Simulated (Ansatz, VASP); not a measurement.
**One calculation of MgC, two programs**

File INCAR:

```
SYSTEM = MgC
PREC = Accurate
ENCUT = 520
EDIFF = 1E-6
ISMEAR = 0
SIGMA = 0.1
LREAL = .False.
LASPH = .True.
NELM = 100
ALGO = Normal
ISIF = 2
LWAVE = .False.
LCHARG = .True.
GGA = PE
LELF = .True.
LVHAR = .True.
NBANDS = 22
```

Contents of KPOINTS:

```
regular mesh
0
Gamma
  6 6 2
  0 0 0
```

POSCAR

```
MgC
1.0
    3.2467629500      0.0000000000      0.0000000000
   -1.6233814800      2.8117792000      0.0000000000
    0.0000000000      0.0000000000     10.6986659300
Mg C
4 4
Direct
    0.0000000000      0.0000000000      0.0000000000
    0.3333333300      0.6666666700      0.2500000000
    0.0000000000      0.0000000000      0.5000000000
    0.6666666700      0.3333333300      0.7500000000
    0.6666666700      0.3333333300      0.1250000000
    0.6666666700      0.3333333300      0.3750000000
    0.3333333300      0.6666666700      0.6250000000
    0.3333333300      0.6666666700      0.8750000000
```

Input for Ansatz:

```yaml
crystal:
  lattice:
    - [3.24676295, 0.0, 0.0]
    - [-1.62338148, 2.8117792, 0.0]
    - [0.0, 0.0, 10.69866593]
  atoms:
    - { symbol: Mg, position: [0.0, 0.0, 0.0] }
    - { symbol: Mg, position: [0.33333333, 0.66666667, 0.25] }
    - { symbol: Mg, position: [0.0, 0.0, 0.5] }
    - { symbol: Mg, position: [0.66666667, 0.33333333, 0.75] }
    - { symbol: C, position: [0.66666667, 0.33333333, 0.125] }
    - { symbol: C, position: [0.66666667, 0.33333333, 0.375] }
    - { symbol: C, position: [0.33333333, 0.66666667, 0.625] }
    - { symbol: C, position: [0.33333333, 0.66666667, 0.875] }
basis:
  ecutwfc: 420
kpoints:
  mp_grid: { grid: [6, 6, 2] }
hamiltonian:
  xc: pbe
scf:
  occupations: { method: gaussian, width: 0.1 }
  lower_state_search: "off"
output:
  forces: true
  stress: true
  eigenvalues: true
```

Alike in both runs: task single point; functional PBE; k mesh 6 × 6 × 2; occupations gaussian, width 0.1 eV; no spin polarisation.

|  | VASP | Ansatz |
| --- | --- | --- |
| version | VASP 6.6.1 | Ansatz 0.2.0 |
| potentials or method | VASP PAW PBE potentials, release 64 (Mg, C), cutoff 520 eV | scalar-relativistic, plane waves, PAW |
| valence electrons in the cell | 24 | 56 |

```tsv
	VASP	Ansatz	Ansatz less VASP
gap on the k mesh at the Fermi level (eV)	none	none	-
pressure (GPa)	-1.0	-0.7	+0.28
traceless stress, the component that is largest in VASP (GPa)	-10.42	-10.43	-0.006
rms of the force components (eV/Å)	0.394	0.396	+0.0016
```

Atom by atom the forces differ by 0.002 eV/Å (rms over components). A gap of «none» marks a metal or a gap that the smearing closes. With one functional, cell and mesh, what is left measures potentials, basis and numerics. VASP's potentials hold 24 valence electrons a cell and Ansatz's 56, so a difference there can come from the potentials and not from the codes.

The k mesh is coarse, so the values compare programs but aren't converged.
